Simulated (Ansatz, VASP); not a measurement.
**Cs3C2 in VASP and in Ansatz**

```
CELL_PARAMETERS angstrom
6.20813 0.00000 0.00000
0.00000 6.20813 0.00000
0.00000 0.00000 6.20813
ATOMIC_POSITIONS crystal
Cs 0.00000 0.50000 0.50000
Cs 0.50000 0.00000 0.50000
Cs 0.50000 0.50000 0.00000
C 0.50000 0.50000 0.50000
C 0.00000 0.00000 0.00000
```

Alike in both runs: functional PBE; k mesh 6 × 6 × 6; occupations gaussian, width 0.1 eV; collinear spin.

Ansatz relaxed the structure, and its values are those at the end. VASP's run is a single point on that final structure, the one shown.

|  | VASP | Ansatz |
| --- | --- | --- |
| version | VASP 6.6.1 | Ansatz 0.2.0 |
| potentials or method | VASP PAW PBE potentials, release 64 (Cs_sv, C), cutoff 520 eV | scalar-relativistic, plane waves, PAW |
| valence electrons in the cell | 35 | 35 |

|  | VASP | Ansatz | Ansatz less VASP |
| --- | --- | --- | --- |
| gap on the k mesh at the Fermi level (eV) | none | none | - |
| pressure (GPa) | 0.1 | 0.0 | -0.06 |
| net moment per atom (μB) | 1.00 | 1.00 | 0.000 |
| size of the moment on the site where the two differ most (μB) | 1.08 | 2.47 | +1.391 |

Site moments also hang on the region over which each program counts them. A gap of «none» marks a metal or a gap that the smearing closes.

Neither program's run includes spin-orbit coupling.
